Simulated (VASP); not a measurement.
Set up this calculation in VASP 6.6.1, as the native input.

| Property | Result |
| --- | --- |
| Task | single point |
| Functional | PBEsol |
| Potentials or basis | VASP PAW PBE potentials, release 64 (Si, N) |
| Cutoff | 520 eV |
| k mesh | 12 × 12 × 4 |
| Occupations | gaussian, width 0.1 eV |
| Spin | no spin polarisation |
| Dipole correction | no |
| Further INCAR settings | ALGO = Normal; EDIFF = 1e-06; NBANDS = 17 |

The structure of SiN lies in POSCAR:

```
SiN
1.0
    2.7152937236      0.0000000000      0.0000000000
   -1.3576468618      2.3515133434      0.0000000000
    0.0000000000      0.0000000000      5.2832199547
Si N
2 2
Direct
    0.6666666667      0.3333333333      0.7500000000
    0.3333333333      0.6666666667      0.2500000000
    0.0000000000      0.0000000000      0.0000000000
    0.0000000000      0.0000000000      0.5000000000
```

These files were run (other wordings do the same):

INCAR

```
PREC = Accurate
ENCUT = 520
EDIFF = 1E-6
ISMEAR = 0
SIGMA = 0.1
LREAL = False
LASPH = True
NELM = 100
ALGO = Normal
ISIF = 2
LWAVE = False
LCHARG = False
GGA = PS
NBANDS = 17
```

KPOINTS

```
regular mesh
0
Gamma
  12 12 4
```

Potentials or basis: VASP PAW PBE potentials, release 64 (Si, N).

Launch:

```bash
$ cat potpaw_PBE.64/Si/POTCAR potpaw_PBE.64/N/POTCAR > POTCAR
$ mpirun -np 1 vasp_std > vasp.out
```

It gave:

```yaml
Pressure: 0.4 GPa
Band_gap_on_the_k_mesh: zero (bands 9 and 10 overlap by 5.54 eV)
```

Caveat: the PAW data sets were made with another functional, which shifts forces and pressure a little.

It took 25 s on 1 thread of Intel(R) Xeon(R) Platinum 8259CL CPU @ 2.50GHz (Skylake/Cascade Lake), with other jobs on the host, peak memory 0.15 GiB.
